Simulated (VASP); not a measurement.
HfB, 12 atoms in the cell. Symmetry: P6_3/mmc, No. 194, hexagonal system. Conventional cell: a = 3.501 Å, b = 3.501 Å, c = 15.975 Å, α = 90.00°, β = 90.00°, γ = 120.00°. Hf (site symmetry -6m2) has 6 B at 2.36 Å within 3.1 Å. Hf (site symmetry 3m) has 6 B at 2.45 to 2.46 Å and 12 Hf at 3.30 to 3.50 Å within 3.6 Å. B (site symmetry 3m) has 6 Hf at 2.36 to 2.46 Å and 1 B at 2.44 Å within 3.1 Å. B (site symmetry -3m) has 6 Hf at 2.45 Å within 3.2 Å. 

```yaml
Program: VASP 6.6.1
Task: single point
Functional: PBE
Potentials_or_basis: VASP PAW PBE potentials, release 64 (Hf_pv, B)
Cutoff: 520 eV
k_mesh: 12 × 12 × 2
Occupations: gaussian, width 0.1 eV
Spin: no spin polarisation
Dipole_correction: no
Further_INCAR_settings: ALGO = Normal; EDIFF = 1e-06; NBANDS = 51
```

Potentials or basis: VASP PAW PBE potentials, release 64 (Hf_pv, B).

The run is started by

```console
$ cat potpaw_PBE.64/Hf_pv/POTCAR potpaw_PBE.64/B/POTCAR > POTCAR
$ mpirun -np 1 vasp_std > vasp.out
```

Hardware: 1 thread of Intel Xeon 8259CL, on a shared host.

Q: How long does it take, and how much memory?

A: Wall time 16 min on 1 thread of Intel Xeon 8259CL (shared host), peak memory 0.45 GiB. Counts: scf iterations 17, k points 38.
